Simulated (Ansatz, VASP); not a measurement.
**One calculation of NaF, two programs**

File INCAR:

```
ALGO = Normal ; EDIFF = 1E-6
ENCUT = 520 ; GGA = PE
ISIF = 2 ; ISMEAR = -1
LASPH = T ; LCHARG = F
LREAL = F ; LWAVE = F
NBANDS = 14 ; NELM = 100
PREC = Accurate ; SIGMA = 0.05
```

Contents of KPOINTS:

```
k-points
0
Gamma
  10 10 10
```

POSCAR

```
NaF
1.0
    0.0000000000      2.2886448050      2.2886448050
    2.2886448050      0.0000000000      2.2886448050
    2.2886448050      2.2886448050      0.0000000000
Na F
1 1
Direct
    0.0000000000      0.0000000000      0.0000000000
    0.5000000000      0.5000000000      0.5000000000
```

File input.yaml:

```yaml
crystal:
  lattice:
    - [0.0, 2.288644805, 2.288644805]
    - [2.288644805, 0.0, 2.288644805]
    - [2.288644805, 2.288644805, 0.0]
  atoms:
    - { symbol: Na, position: [0.0, 0.0, 0.0] }
    - { symbol: F, position: [0.5, 0.5, 0.5] }
kpoints:
  mp_grid: { grid: [10, 10, 10] }
scf:
  occupations: { method: fermi_dirac, width: 0.05 }
hamiltonian:
  xc: pbe
  pseudopotentials: { kind: all_electron, lapw: { basis_error: 0.0005 } }
output:
  forces: true
  stress: true
  eigenvalues: true
```

Change from the starting cell: volume scaled by 0.96.

Alike in both runs: task single point; functional PBE; k mesh 10 × 10 × 10; occupations fermi-dirac, width 0.05 eV; no spin polarisation.

|  | VASP | Ansatz |
| --- | --- | --- |
| version | VASP 6.6.1 | Ansatz 0.2.0 |
| potentials or method | VASP PAW PBE potentials, release 64 (Na_pv, F), cutoff 520 eV | all-electron LAPW, scalar-relativistic |

VASP gave:

```
gap on the k mesh at the Fermi level (eV) : 6.50
least direct gap on the mesh (eV)         : 6.50
pressure (GPa)                            : 4.2
```

Question: Which values does Ansatz return?

Answer: gap on the k mesh at the Fermi level (eV): 6.51; least direct gap on the mesh (eV): 6.51; pressure (GPa): 4.3.

Ansatz ran all-electron here, and VASP with PAW potentials.
